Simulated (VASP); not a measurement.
Here is a VASP 6.6.1 calculation.

File INCAR:

```
SYSTEM = CePb3
  PREC = Accurate
  ENCUT = 520
  EDIFF = 1E-6
  ISMEAR = -1
  SIGMA = 0.05
  LREAL = .FALSE.
  LASPH = .TRUE.
  NELM = 150
  ALGO = Fast
  ISIF = 2
  LWAVE = .FALSE.
  LCHARG = .TRUE.
  ISPIN = 2
  MAGMOM = 0 0 0 1
  LORBIT = 11
  LMAXMIX = 6
  GGA = PS
  LELF = .TRUE.
  LVHAR = .TRUE.
  NBANDS = 39
```

File KPOINTS:

```
regular mesh
0
G
  6 6 6
  0 0 0
```

The input POSCAR:

```
CePb3
1.0
    4.7982622118      0.0000000000      0.0000000000
    0.0000000000      4.7982622118      0.0000000000
    0.0000000000      0.0000000000      4.7982622118
Pb Ce
3 1
Direct
    0.5000000000      0.5000000000      0.0000000000
    0.5000000000      0.0000000000      0.5000000000
    0.0000000000      0.5000000000      0.5000000000
    0.0000000000      0.0000000000      0.0000000000
```

Potentials or basis: VASP PAW PBE potentials, release 64 (Pb_d, Ce).

Run with:

```bash
$ cat potpaw_PBE.64/Pb_d/POTCAR potpaw_PBE.64/Ce/POTCAR > POTCAR
$ mpirun -np 1 vasp_std > vasp.out
```

What does it give for the net moment?

0.80 μB per cell.

What does it give for the site moments?

Pb +0.01; Ce +0.67 μB.

Caveat: the magnetic or orbital state may not be the lowest. The state reached can hang on the start; a lower one may exist.
